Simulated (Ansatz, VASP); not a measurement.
**Two plane-wave programs on TiAl**

The input INCAR:

```
SYSTEM = TiAl
PREC = Accurate ; ENCUT = 520
EDIFF = 1E-6 ; ISMEAR = -1
SIGMA = 0.1 ; LREAL = .FALSE.
LASPH = .TRUE. ; NELM = 100
ALGO = Normal ; ISIF = 2
LWAVE = .FALSE. ; LCHARG = .TRUE.
GGA = CA ; LELF = .TRUE.
LVHAR = .TRUE. ; NBANDS = 14
```

The input KPOINTS:

```
regular mesh
0
G
  9 9 5
  0 0 0
```

POSCAR

```
TiAl
1.0
    2.8672620000      0.0000000000      0.0000000000
   -1.4336310000      2.4831220000      0.0000000000
    0.0000000000      0.0000000000      4.6780830000
Ti Al
1 1
Direct
    0.0000000000      0.0000000000      0.0000000000
    0.3333333333      0.6666666667      0.5000000000
```

Input for Ansatz:

```yaml
crystal:
  lattice:
    - [2.867262, 0.0, 0.0]
    - [-1.433631, 2.483122, 0.0]
    - [0.0, 0.0, 4.678083]
  atoms:
    - { symbol: Ti, position: [0.0, 0.0, 0.0] }
    - { symbol: Al, position: [0.3333333333333333, 0.6666666666666666, 0.5] }
kpoints:
  mp_grid:
    grid: [9, 9, 5]
hamiltonian:
  xc: lda
scf:
  convergence:
    dr2_threshold: 1.0e-07
  occupations:
    method: fermi_dirac
    width: 0.1
output:
  stress: true
```

Alike in both runs: task single point; functional LDA; k mesh 9 × 9 × 5; occupations fermi-dirac, width 0.1 eV; no spin polarisation.

|  | VASP | Ansatz |
| --- | --- | --- |
| version | VASP 6.6.1 | Ansatz 0.2.0 |
| potentials or method | VASP PAW LDA potentials, release 64 (Ti_sv, Al) | plane waves, PAW |
| plane-wave cutoff (eV) | 520 | 420 |
| valence electrons in the cell | 15 | 15 |

Ansatz gave:

* pressure (GPa): -6.0
* traceless stress, the component that is largest in VASP (GPa): -0.73

Task: Estimate VASP's values.

Result: Pressure (GPa): -5.9; traceless stress, the component that is largest in VASP (GPa): -0.68.

LDA's correlation is that of Perdew and Zunger in VASP and of Perdew and Wang (1992) in Ansatz. Ansatz's warnings: stress scf threshold loose.
